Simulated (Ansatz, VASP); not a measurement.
## AlN in VASP and in Ansatz

```
CELL_PARAMETERS angstrom
3.07093 0.00000 0.00000
-1.53546 2.65950 0.00000
0.00000 0.00000 4.91368
ATOMIC_POSITIONS crystal
Al 0.66667 0.33333 0.50000
Al 0.33333 0.66667 0.00000
N 0.66667 0.33333 0.88000
N 0.33333 0.66667 0.38000
```

Alike in both runs: task single point; functional SVWN5; k mesh 10 × 10 × 6; occupations fermi-dirac, width 0.05 eV; no spin polarisation.

|  | VASP | Ansatz |
| --- | --- | --- |
| version | VASP 6.6.1 | Ansatz 0.2.0 |
| potentials or method | VASP PAW PBE potentials, release 64 (Al, N_h) | Ansatz PAW |
| plane-wave cutoff (eV) | 1330 | 420 |
| valence electrons in the cell | 16 | 16 |

Ansatz gave:

| Property | Result |
| --- | --- |
| gap on the k mesh at the Fermi level (eV) | 4.61 |
| least direct gap on the mesh (eV) | 4.61 |
| pressure (GPa) | 3.7 |
| traceless stress, the component that is largest in VASP (GPa) | 0.96 |
| rms of the force components (eV/Å) | 0.085 |

Problem. What did VASP give for the same quantities?

Solution. gap on the k mesh at the Fermi level (eV): 4.61; least direct gap on the mesh (eV): 4.61; pressure (GPa): 4.8; traceless stress, the component that is largest in VASP (GPa): 0.96; rms of the force components (eV/Å): 0.088.

VASP's potentials were made for PBE, not for SVWN5. Atom by atom the forces differ by 0.003 eV/Å (rms over components). The functional is the same, so the differences come from potentials, cutoffs and numerics.
